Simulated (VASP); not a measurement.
Input of a VASP 6.6.1 run:

Contents of INCAR:

```
SYSTEM = Si7Mo
PREC = Accurate
ENCUT = 520
EDIFF = 1E-6
ISMEAR = 0
SIGMA = 0.2
LREAL = .False.
LASPH = .True.
NELM = 80
ALGO = Normal
ISIF = 2
LWAVE = .False.
LCHARG = .False.
GGA = PE
NBANDS = 31
```

The input KPOINTS:

```
regular mesh
0
Gamma
  6 6 4
  0 0 0
```

File POSCAR:

```
Si7Mo
1.0
   -2.4575748405      2.7389388934     -0.0066545984
   -2.4575748405     -2.7389388934     -0.0066545984
   -0.0239716540      0.0000000000      9.2201841368
Si Mo
7 1
Direct
    0.5766339122      0.9174911779      0.7486066289
    0.0825088221      0.4233660878      0.2513933711
    0.0126676687      0.4927902215      0.7486324608
    0.5072097785      0.9873323313      0.2513675392
    0.2948747579      0.7051252421      1.0000000000
    0.2946388420      0.2053428914      0.5378545614
    0.7946571086      0.7053611580      0.4621454386
    0.7948584299      0.2051415701      1.0000000000
```

Potentials or basis: VASP PAW PBE potentials, release 64 (Si, Mo_sv).

Command:

```console
$ cat potpaw_PBE.64/Si/POTCAR potpaw_PBE.64/Mo_sv/POTCAR > POTCAR
$ mpirun -np 1 vasp_std > vasp.out
```

(1) Predict the band gap on the k mesh.

(2) Estimate the largest force.

(3) Estimate the pressure.

Results:

(1) zero (band 21 reaches 9.97 eV, above the bottom of band 22 at 8.83 eV).

(2) 0.034 eV/Å.

(3) 0.1 GPa.
